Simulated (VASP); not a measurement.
Set up this calculation in VASP 6.6.1, as the native input.

- Task: single point
- Functional: r2SCAN
- Potentials or basis: VASP PAW PBE potentials, release 64 (Mg_sv, O)
- Cutoff: 750 eV
- k mesh: 10 × 10 × 10
- Occupations: gaussian, width 0.05 eV
- Spin: no spin polarisation
- Dipole correction: no
- Mended: yes
- Further INCAR settings: ALGO = Normal; EDIFF = 1e-06; NBANDS = 15

Crystal: MgO.

```
Mg O
1.0
     0.00000    2.13515    2.13515
     2.13515    0.00000    2.13515
     2.13515    2.13515    0.00000
Mg O
1 1
Direct
  0.04391 0.95609 0.04391
  0.50000 0.50000 0.50000
```

This cell differs from its parent crystal: all Mg atoms moved +0.188 Å, as atom 1 along Cartesian [0 1 0].

One way to write it, as run:

POSCAR

```
MgO
1.0
    0.0000000000      2.1351500000      2.1351500000
    2.1351500000      0.0000000000      2.1351500000
    2.1351500000      2.1351500000      0.0000000000
Mg O
1 1
Direct
    0.0439079222     -0.0439079222      0.0439079222
    0.5000000000      0.5000000000      0.5000000000
```

INCAR.step1

```
PREC = Accurate ; ENCUT = 750
ISMEAR = 0 ; SIGMA = 0.05
LREAL = F ; LASPH = T
NELM = 120 ; NBANDS = 15
GGA = PE ; ALGO = Normal
EDIFF = 1E-5 ; LWAVE = T
LCHARG = F ; GGA_COMPAT = F
```

INCAR.step2

```
PREC = Accurate ; ENCUT = 750
EDIFF = 1E-6 ; ISMEAR = 0
SIGMA = 0.05 ; LREAL = F
LASPH = T ; NELM = 120
ALGO = Normal ; ISIF = 2
LWAVE = F ; LCHARG = F
METAGGA = R2SCAN ; LMIXTAU = T
NBANDS = 15 ; ISTART = 1
GGA_COMPAT = F
```

KPOINTS

```
regular mesh
0
Gamma
  10 10 10
```

Potentials or basis: VASP PAW PBE potentials, release 64 (Mg_sv, O).

Run with:

```sh
$ cat potpaw_PBE.64/Mg_sv/POTCAR potpaw_PBE.64/O/POTCAR > POTCAR
$ cp INCAR.step1 INCAR
$ mpirun -np 1 vasp_std > vasp.out
$ cp INCAR.step2 INCAR
$ mpirun -np 1 vasp_std > vasp.out
```

It gave:

```
Pressure               : -4.2 GPa
Largest force          : 1.096 eV/Å
Band gap on the k mesh : 5.24 eV
```

Caveat: the cell differs from its parent crystal (all Mg atoms moved +0.188 Å, as atom 1 along Cartesian [0 1 0]); the cell stands under tension; the PAW data sets were made with another functional, which shifts forces and pressure a little.

Wall time 88 s on 1 thread of Intel(R) Xeon(R) 6975P-C (Granite Rapids) (shared host), peak memory 0.19 GiB.
